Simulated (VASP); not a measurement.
# SnS (Pnma) in VASP: notebook

SnS is run at these levels: PBE; tasks: single point.

Everything below comes from runs of VASP 6.6.1. Logs are shortened: lines on timing, memory, paths and dates and some standing lists are left out, and cuts for length are marked.

**Measured values to compare with.**

From “Linear dichroism of the optical properties of SnS and SnSe van der Waals crystals”, 2024, arxiv:2409.17412, for a bulk crystal of SnS at 20 K: band gap 1.16 eV (indirect).

The results are compared with them further down.

## Step 1: The cell of the first run

It takes space group Pnma (No. 62, orthorhombic). The conventional cell has a = 11.200 Å, b = 3.987 Å, c = 4.334 Å, α = 90.00°, β = 90.00°, γ = 90.00°. Sn (site symmetry m) has 6 S at 2.63 to 3.39 Å and 2 Sn at 3.49 Å within 3.5 Å. Within 3.5 Å of S (site symmetry m) lie 6 Sn at 2.63 to 3.39 Å.

## Step 2: Single point, PBE

INCAR reads:

```
SYSTEM = SnS
  ALGO = Normal
  EDIFF = 1E-6
  ENCUT = 500
  GGA = PE
  GGA_COMPAT = .False.
  ISIF = 2
  ISMEAR = 0
  LASPH = .True.
  LCHARG = .True.
  LELF = .True.
  LREAL = .False.
  LVHAR = .True.
  LWAVE = .False.
  NBANDS = 50
  NELM = 120
  PREC = Accurate
  SIGMA = 0.01
```

KPOINTS reads:

```
k-points
0
Gamma
  2 5 5
  0 0 0
```

POSCAR reads:

```
SnS
1.0
   11.2000000000      0.0000000000      0.0000000000
    0.0000000000      3.9870000000      0.0000000000
    0.0000000000      0.0000000000      4.3340000000
Sn S
4 4
Direct
    0.1194000000      0.2500000000      0.1198000000
    0.3806000000      0.7500000000      0.6198000000
    0.6194000000      0.2500000000      0.3802000000
    0.8806000000      0.7500000000      0.8802000000
    0.8508000000      0.2500000000      0.4793000000
    0.6492000000      0.7500000000      0.9793000000
    0.3508000000      0.2500000000      0.0207000000
    0.1492000000      0.7500000000      0.5207000000
```

Potentials or basis: VASP PAW PBE potentials, release 64 (Sn_d, S).

Command:

```sh
cat potpaw_PBE.64/Sn_d/POTCAR potpaw_PBE.64/S/POTCAR > POTCAR
mpirun -np 1 vasp_std > vasp.out
```

OUTCAR:

```text
SYSTEM = SnS
   EDIFF = 1E-6
   ENCUT = 500
   GGA = PE
   ISIF = 2
   ISMEAR = 0
   LASPH = .True.
   LREAL = .False.
   NELM = 120
   PREC = Accurate

 ion  position               nearest neighbor table
   1  0.119  0.250  0.120-   7 2.63   8 2.67   8 2.67   4 3.49   4 3.49
   2  0.381  0.750  0.620-   8 2.63   7 2.67   7 2.67   3 3.49   3 3.49
   3  0.619  0.250  0.380-   5 2.63   6 2.67   6 2.67   2 3.49   2 3.49
   4  0.881  0.750  0.880-   6 2.63   5 2.67   5 2.67   1 3.49   1 3.49
   5  0.851  0.250  0.479-   3 2.63   4 2.67   4 2.67
   6  0.649  0.750  0.979-   4 2.63   3 2.67   3 2.67
   7  0.351  0.250  0.021-   1 2.63   2 2.67   2 2.67
   8  0.149  0.750  0.521-   2 2.63   1 2.67   1 2.67

  LATTYP: Found a simple orthorhombic cell.
 ALAT       =     3.9870000000
 B/A-ratio  =     1.0870328568
 C/A-ratio  =     2.8091296714

  Lattice vectors:

 A1 = (   0.0000000000,   3.9870000000,   0.0000000000)
 A2 = (   0.0000000000,   0.0000000000,   4.3340000000)
 A3 = (  11.2000000000,   0.0000000000,   0.0000000000)

Analysis of symmetry for initial positions (statically):
=====================================================================
 Subroutine PRICEL returns:
 Original cell was already a primitive cell.

 Routine SETGRP: Setting up the symmetry group for a
 simple orthorhombic supercell.

 Subroutine GETGRP returns: Found  8 space group operations
 (whereof  2 operations were pure point group operations)
 out of a pool of  8 trial point group operations.

The static configuration has the point symmetry S_2 .
 The point group associated with its full space group is D_2h.

Analysis of symmetry for dynamics (positions and initial velocities):
=====================================================================
 Subroutine PRICEL returns:
 Original cell was already a primitive cell.

 Routine SETGRP: Setting up the symmetry group for a
 simple orthorhombic supercell.

 Subroutine GETGRP returns: Found  8 space group operations
 (whereof  2 operations were pure point group operations)
 out of a pool of  8 trial point group operations.

The dynamic configuration has the point symmetry S_2 .
 The point group associated with its full space group is D_2h.

 Subroutine INISYM returns: Found  8 space group operations
 (whereof  2 operations are pure point group operations),
 and found     1 'primitive' translations

----------------------------------------------------------------------------------------

                                     Primitive cell

  volume of cell :     193.5322

  direct lattice vectors                    reciprocal lattice vectors
    11.200000000  0.000000000  0.000000000     0.089285714  0.000000000  0.000000000
     0.000000000  3.987000000  0.000000000     0.000000000  0.250815149  0.000000000
     0.000000000  0.000000000  4.334000000     0.000000000  0.000000000  0.230733733

  length of vectors
    11.200000000  3.987000000  4.334000000     0.089285714  0.250815149  0.230733733

  position of ions in fractional coordinates (direct lattice)
     0.119400000  0.250000000  0.119800000
     0.380600000  0.750000000  0.619800000
     0.619400000  0.250000000  0.380200000
     0.880600000  0.750000000  0.880200000
     0.850800000  0.250000000  0.479300000
     0.649200000  0.750000000  0.979300000
     0.350800000  0.250000000  0.020700000
     0.149200000  0.750000000  0.520700000

  ion indices of the primitive-cell ions
   primitive index   ion index
                 1           1
                 2           2
                 3           3
                 4           4
                 5           5
                 6           6
                 7           7
                 8           8

----------------------------------------------------------------------------------------

 KPOINTS: k-points

Automatic generation of k-mesh.
 Grid dimensions read from file:
 generate k-points for:    2    5    5

 Generating k-lattice:

  Cartesian coordinates                     Fractional coordinates (reciprocal lattice)
     0.044642857  0.000000000  0.000000000     0.500000000  0.000000000  0.000000000
     0.000000000  0.050163030  0.000000000     0.000000000  0.200000000  0.000000000
     0.000000000  0.000000000  0.046146747     0.000000000  0.000000000  0.200000000

  Length of vectors
     0.044642857  0.050163030  0.046146747

  Shift w.r.t. Gamma in fractional coordinates (k-lattice)
     0.000000000  0.000000000  0.000000000

 Subroutine IBZKPT returns following result:
 ===========================================

 Found     18 irreducible k-points:

 Following reciprocal coordinates:
            Coordinates               Weight
  0.000000  0.000000  0.000000      1.000000
  0.500000  0.000000  0.000000      1.000000
  0.000000  0.200000  0.000000      2.000000
  0.500000  0.200000  0.000000      2.000000
  0.000000  0.400000  0.000000      2.000000
  0.500000  0.400000  0.000000      2.000000
[... 10 lines left out ...]
  0.000000  0.400000  0.400000      4.000000
  0.500000  0.400000  0.400000      4.000000
   k-points           NKPTS =     18   k-points in BZ     NKDIM =     18   number of bands    NBANDS=     50
   number of dos      NEDOS =    301   number of ions     NIONS =      8
   total plane-waves  NPLWV =  80640
   dimension x,y,z NGX =    84 NGY =   30 NGZ =   32
   dimension x,y,z NGXF=   168 NGYF=   60 NGZF=   64
   ions per type =               4   4
   NGX,Y,Z   is equivalent  to a cutoff of  12.47, 12.51, 12.27 a.u.
   NGXF,Y,Z  is equivalent  to a cutoff of  24.94, 25.02, 24.55 a.u.
 SYSTEM =  SnS
   PREC   = accura    normal or accurate (medium, high low for compatibility)
   ISTART =      0    job   : 0-new  1-cont  2-samecut
   ICHARG =      2    charge: 1-file 2-atom 10-const
   ISPIN  =      1    spin polarized calculation?
   LNONCOLLINEAR =      F non collinear calculations
   LSORBIT =      F    spin-orbit coupling
   LASPH  =      T    aspherical Exc in radial PAW
   ENCUT  =  500.0 eV  36.75 Ry    6.06 a.u.  20.42  7.27  7.90*2*pi/ulx,y,z
   NELM   =    120;   NELMIN=  2; NELMDL= -5     # of ELM steps
   EDIFF  = 0.1E-05   stopping-criterion for ELM
   LREAL  =      F    real-space projection
   EDIFFG = 0.1E-04   stopping-criterion for IOM
   NSW    =      0    number of steps for IOM
   IBRION =     -1    ionic relax: 0-MD 1-quasi-New 2-CG
   NFREE  =      0    steps in history (QN), initial steepest desc. (CG)
   ISIF   =      2    stress and relaxation
   ISYM   =      2    0-nonsym 1-usesym 2-fastsym
   POTIM  = 0.5000    time-step for ionic-motion
   TEBEG  =    0.0;   TEEND  =   0.0 temperature during run
   PSTRESS=    0.0 pullay stress
   NELECT =      80.0000    total number of electrons
   NUPDOWN=      -1.0000    fix difference up-down
   EMIN   =  10.00;   EMAX   =-10.00  energy-range for DOS
   EFERMI =   0.00;   METHOD = LEGACY
   ISMEAR =     0;   SIGMA  =   0.01  broadening in eV -4-tet -1-fermi 0-gaus
   EFERMI_NEDOS =   21; number of points for ismear=-14 and -15
   IALGO  =     38    algorithm
   IMIX   =      4    mixing-type and parameters
     AMIX     =   0.40;   BMIX     =  1.00
     AMIX_MAG =   1.60;   BMIX_MAG =  1.00
  volume/ion in A,a.u.               =      24.19       163.25
  Fermi-wavevector in a.u.,A,eV,Ry     =   1.219515  2.304549 20.234810  1.487217
  Thomas-Fermi vector in A             =   2.354764
   LORBIT       =      0    0 simple, 1 ext, 2 COOP (PROOUT), +10 PAW based schemes
   GGA     = PE    functional components
   LHFCALC =     F    Hartree Fock is set to
   AEXX    =    0.0000 exact exchange contribution
   IVDW    =     0    specifies the selected vdW correction
   LEPSILON=     F    determine dielectric tensor
   LRPA    =     F    only Hartree local field effects (RPA)
 non-spin polarized calculation
 Gauss-broadening in eV      SIGMA  =   0.01
  energy-cutoff  :      500.00
  volume of cell :      193.53
 maximum number of plane-waves:      4943
 NGX is ok and might be reduce to    84
   NGX = 41   NGY = 15   NGZ = 15

 number of electron      80.0000033 magnetization

 Free energy of the ion-electron system (eV)
  ---------------------------------------------------
  ext. energy  EPLUGINS =         0.00000000
  ---------------------------------------------------
  free energy    TOTEN  =       -35.38483223 eV

  energy without entropy =      -35.38483223  energy(sigma->0) =      -35.38483223

 E-fermi :   6.2479     XC(G=0):  -9.8468

 val. band max:        6.1661421023   @ k =   0.0000   0.0000   0.4000
 cond. band min:       7.1481776178   @ k =   0.0000   0.0000   0.0000
 fundamental gap:      0.9820355155
 Fermi energy:         6.2478966275

 k-point     1 :       0.0000    0.0000    0.0000
  band No.  band energies     occupation
      1     -15.0821      2.00000
      2     -15.0659      2.00000
      3     -15.0607      2.00000
      4     -15.0546      2.00000
      5     -15.0506      2.00000
      6     -15.0453      2.00000
[... 42 lines left out ...]
     49      11.2551      0.00000
     50      11.5014      0.00000

 k-point     2 :       0.5000    0.0000    0.0000
  band No.  band energies     occupation
      1     -15.0752      2.00000
      2     -15.0752      2.00000
      3     -15.0573      2.00000
      4     -15.0573      2.00000
      5     -15.0491      2.00000
      6     -15.0491      2.00000
[... 42 lines left out ...]
     49      11.2591      0.00000
     50      11.2591      0.00000

 k-point     3 :       0.0000    0.2000    0.0000
  band No.  band energies     occupation
      1     -15.0707      2.00000
      2     -15.0615      2.00000
      3     -15.0558      2.00000
      4     -15.0528      2.00000
      5     -15.0505      2.00000
      6     -15.0498      2.00000
[... 784 lines left out ...]
     49      11.2343      0.00000
     50      11.8980      0.00000

 k-point    18 :       0.5000    0.4000    0.4000
  band No.  band energies     occupation
      1     -15.0777      2.00000
      2     -15.0777      2.00000
      3     -15.0749      2.00000
      4     -15.0749      2.00000
      5     -15.0424      2.00000
      6     -15.0424      2.00000
[... 42 lines left out ...]
     49      11.8360      0.00000
     50      11.8378      0.00000

------------------------ aborting loop because EDIFF is reached ----------------------------------------

  FORCE on cell =-STRESS in cart. coord.  units (eV):
  Direction    XX          YY          ZZ          XY          YZ          ZX
  --------------------------------------------------------------------------------------
  -------------------------------------------------------------------------------------
  Total        2.9941423      2.6886753      2.5174851      0.0000000     -0.0000000      0.0000000
  in kB       24.7873363     22.2584940     20.8412773      0.0000000     -0.0000000      0.0000000
  external PRESSURE =      22.6290359 kB  Pullay stress =       0.0000000 kB

 VOLUME and BASIS-vectors are now :
 -----------------------------------------------------------------------------
  energy-cutoff  :      500.00
  volume of cell :      193.53
      direct lattice vectors                 reciprocal lattice vectors
    11.200000000  0.000000000  0.000000000     0.089285714  0.000000000  0.000000000
     0.000000000  3.987000000  0.000000000     0.000000000  0.250815149  0.000000000
     0.000000000  0.000000000  4.334000000     0.000000000  0.000000000  0.230733733

 POSITION                                       TOTAL-FORCE (eV/Angst)
 -----------------------------------------------------------------------------------
      1.33728      0.99675      0.51921        -0.110352     -0.000000     -0.068306
      4.26272      2.99025      2.68621         0.110352      0.000000     -0.068306
      6.93728      0.99675      1.64779        -0.110352      0.000000      0.068306
      9.86272      2.99025      3.81479         0.110352      0.000000      0.068306
      9.52896      0.99675      2.07729         0.091537      0.000000     -0.060406
      7.27104      2.99025      4.24429        -0.091537      0.000000     -0.060406
      3.92896      0.99675      0.08971         0.091537      0.000000      0.060406
      1.67104      2.99025      2.25671        -0.091537      0.000000      0.060406
 -----------------------------------------------------------------------------------
    total drift:                                0.000000     -0.000000      0.000000

  FREE ENERGIE OF THE ION-ELECTRON SYSTEM (eV)
  ---------------------------------------------------
  free  energy   TOTEN  =       -35.3848322341 eV

  energy  without entropy=      -35.3848322341  energy(sigma->0) =      -35.38483223
```

Run time: 4.8 min. Hardware: 1 thread of Intel Xeon 8259CL, shared host; peak memory 0.33 GiB.

Results:

```
Free energy            : -35.3848 eV
Pressure               : 2.3 GPa
Largest force          : 0.130 eV/Å
Band gap on the k mesh : 0.98 eV, indirect (least direct gap 1.29 eV)
```

Forces on the atoms (eV/Å):
```
Sn  -0.110  0.000 -0.068
Sn   0.110  0.000 -0.068
Sn  -0.110  0.000  0.068
Sn   0.110  0.000  0.068
S    0.092  0.000 -0.060
S   -0.092  0.000 -0.060
S    0.092  0.000  0.060
S   -0.092  0.000  0.060
```

Levels at points of the mesh, in eV from the valence-band top:
```tsv
k point	band 37	band 38	band 39	band 40	band 41	band 42	band 43	band 44
(0.00, 0.00, 0.00)	-1.87	-1.14	-0.75	-0.49	0.98	2.97	3.02	3.08
(0.50, 0.00, 0.00)	-2.08	-2.08	-0.58	-0.58	2.70	2.70	2.75	2.75
```

Caveat: spin-orbit coupling is left out, which moves the levels of the heavy elements.

## Step 3: Single point, PBE

INCAR reads:

```
PREC = Accurate ; ENCUT = 500
EDIFF = 1E-6 ; ISMEAR = 0
SIGMA = 0.01 ; LREAL = False
LASPH = True ; NELM = 120
ALGO = Normal ; ISIF = 2
LWAVE = False ; LCHARG = True
GGA = PE ; LELF = True
LVHAR = True ; NBANDS = 50
GGA_COMPAT = False
```

KPOINTS reads:

```
Automatic mesh
0
Gamma
  2 5 5
```

POSCAR is that of step 2.

Potentials or basis: VASP PAW PBE potentials, release 64 (Sn_d, S).

Command:

```sh
cat potpaw_PBE.64/Sn_d/POTCAR potpaw_PBE.64/S/POTCAR > POTCAR
mpirun -np 1 vasp_std > vasp.out
```

Wall time 5.2 min (1 thread of Intel Xeon 8259CL, shared host); peak memory 0.33 GiB.

The run converged. Its results:

```
Free energy            : -35.3848 eV
Pressure               : 2.3 GPa
Largest force          : 0.130 eV/Å
Band gap on the k mesh : 0.98 eV, indirect (least direct gap 1.29 eV)
```

Forces in eV/Å, atoms in the order of the input:
```
Sn  -0.110  0.000 -0.068
Sn   0.110  0.000 -0.068
Sn  -0.110  0.000  0.068
Sn   0.110  0.000  0.068
S    0.092  0.000 -0.060
S   -0.092  0.000 -0.060
S    0.092  0.000  0.060
S   -0.092  0.000  0.060
```

Stress tensor (GPa, compression positive):
```
2.48 0.00 0.00
0.00 2.23 0.00
0.00 0.00 2.08
```

Levels at points of the mesh, in eV from the valence-band top:
```csv
k point,band 38,band 39,band 40,band 41,band 42,band 43
"(0.00, 0.00, 0.00)",-1.14,-0.75,-0.49,0.98,2.97,3.02
"(0.50, 0.00, 0.00)",-2.08,-0.58,-0.58,2.70,2.70,2.75
```

Caveat: spin-orbit coupling is left out, which moves the levels of the heavy elements.

## Step 4: How close it comes

Step 2. A measured gap of SnS is 1.16 eV (indirect; 20 K; “Linear dichroism of the optical properties of SnS and SnSe van der Waals crystals”, 2024, arxiv:2409.17412); the calculated 0.98 eV misses it by -0.18 eV. 2 values of this kind are on record (1.09 to 1.16 eV); this one was drawn at random. Spin-orbit coupling on Sn is left out. The value is that of PBE on a finite k mesh, which can miss the band edges, without temperature or zero-point motion. Semilocal functionals fall short of measured gaps as a rule.

Step 3. A measured gap of SnS is 1.16 eV (indirect; 20 K; “Linear dichroism of the optical properties of SnS and SnSe van der Waals crystals”, 2024, arxiv:2409.17412); the calculated 0.98 eV misses it by -0.18 eV. 2 values of this kind are on record (1.09 to 1.16 eV); this one was drawn at random. Spin-orbit coupling on Sn is left out. The value is that of PBE on a finite k mesh, which can miss the band edges, without temperature or zero-point motion. Semilocal functionals fall short of measured gaps as a rule.
